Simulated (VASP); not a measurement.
Write the native input for VASP 6.6.1 that does the following.

```
Task                   : single point
Functional             : PBE
Potentials or basis    : VASP PAW PBE potentials, release 64 (B, N)
Cutoff                 : 600 eV
k mesh                 : 8 × 8 × 8
Occupations            : gaussian, width 0.1 eV
Spin                   : no spin polarisation
Dipole correction      : no
Further INCAR settings : ALGO = Normal; EDIFF = 1e-06; NBANDS = 11
```

The structure of BN lies in POSCAR:

```
BN
1.0
    0.0000000000      1.8075000000      1.8075000000
    1.8075000000      0.0000000000      1.8075000000
    1.8075000000      1.8075000000      0.0000000000
B N
1 1
Direct
    0.0000000000      0.0000000000      0.0000000000
    0.7500000000      0.7500000000      0.7500000000
```

The input as run:

INCAR

```
PREC = Accurate
ENCUT = 600
EDIFF = 1E-6
ISMEAR = 0
SIGMA = 0.1
LREAL = False
LASPH = True
NELM = 120
ALGO = Normal
ISIF = 2
LWAVE = False
LCHARG = False
GGA = PE
NBANDS = 11
GGA_COMPAT = False
```

KPOINTS

```
regular mesh
0
Gamma
  8 8 8
```

Potentials or basis: VASP PAW PBE potentials, release 64 (B, N).

The run is started by

```console
$ cat potpaw_PBE.64/B/POTCAR potpaw_PBE.64/N/POTCAR > POTCAR
$ mpirun -np 1 vasp_std > vasp.out
```

It gave:

The pressure is 3.0 GPa and the band gap on the k mesh is 4.46 eV, indirect (least direct gap 8.82 eV).

It took 6.5 s on 1 thread of AMD EPYC 7R43 64-Core Processor (Zen 3), on a shared host, peak memory 0.08 GiB.
